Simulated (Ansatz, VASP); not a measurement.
## One calculation of VO2, two programs

File INCAR:

```
SYSTEM = VO2
  ALGO = Normal
  EDIFF = 1E-6
  ENCUT = 600
  GGA = PE
  GGA_COMPAT = .False.
  ISIF = 2
  ISMEAR = 0
  ISPIN = 2
  LASPH = .True.
  LCHARG = .False.
  LMAXMIX = 4
  LORBIT = 11
  LREAL = .False.
  LWAVE = .False.
  MAGMOM = 2 2 0 0 0 0
  NBANDS = 38
  NELM = 200
  PREC = Accurate
  SIGMA = 0.014
```

The input KPOINTS:

```
k-points
0
Gamma
  6 6 9
  0 0 0
```

The input POSCAR:

```
VO2
1.0
    4.5072020454      0.0000000000      0.0000000000
    0.0000000000      4.5072020454      0.0000000000
    0.0000000000      0.0000000000      3.0444500000
V O
2 4
Direct
    0.5000000000      0.5000000000      0.5000000000
    0.0000000000      0.0000000000      0.0000000000
    0.2003580000      0.7996420000      0.5000000000
    0.7996420000      0.2003580000      0.5000000000
    0.7003580000      0.7003580000      0.0000000000
    0.2996420000      0.2996420000      0.0000000000
```

input.yaml

```yaml
crystal:
  lattice:
    - [4.5072020454, 0.0, 0.0]
    - [0.0, 4.5072020454, 0.0]
    - [0.0, 0.0, 3.04445]
  atoms:
    - { symbol: V, position: [0.5, 0.5, 0.5], spin: 2.0 }
    - { symbol: V, position: [0.0, 0.0, 0.0], spin: 2.0 }
    - { symbol: O, position: [0.200358, 0.799642, 0.5] }
    - { symbol: O, position: [0.799642, 0.200358, 0.5] }
    - { symbol: O, position: [0.700358, 0.700358, 0.0] }
    - { symbol: O, position: [0.299642, 0.299642, 0.0] }
hamiltonian:
  xc: pbe
  pseudopotentials: { kind: paw }
magnetization:
  spin_polarized: true
kpoints:
  mp_grid: { grid: [6, 6, 9] }
scf:
  occupations: { method: gaussian, width: 0.014 }
output:
  forces: true
  stress: true
  eigenvalues: true
```

Alike in both runs: task single point; functional PBE; k mesh 6 × 6 × 9; occupations gaussian, width 0.014 eV; collinear spin.

|  | VASP | Ansatz |
| --- | --- | --- |
| version | VASP 6.6.1 | Ansatz 0.2.0 |
| potentials or method | VASP PAW PBE potentials, release 64 (V_sv, O) | Ansatz PAW |
| plane-wave cutoff (eV) | 600 | 420 |
| valence electrons in the cell | 50 | 50 |

|  | VASP | Ansatz | Ansatz less VASP |
| --- | --- | --- | --- |
| gap on the k mesh at the Fermi level (eV) | none | none | - |
| pressure (GPa) | -8.7 | -9.1 | -0.40 |
| traceless stress, the component that is largest in VASP (GPa) | -12.94 | -13.09 | -0.149 |
| rms of the force components (eV/Å) | 0.094 | 0.093 | -0.0013 |
| net moment per atom (μB) | 0.33 | 0.33 | 0.000 |
| size of the moment on the site where the two differ most (μB) | 1.08 | 0.86 | -0.226 |

Site moments also hang on the region over which each program counts them. Atom by atom the forces differ by 0.001 eV/Å (rms over components). A gap of «none» marks a metal or a gap that the smearing closes.
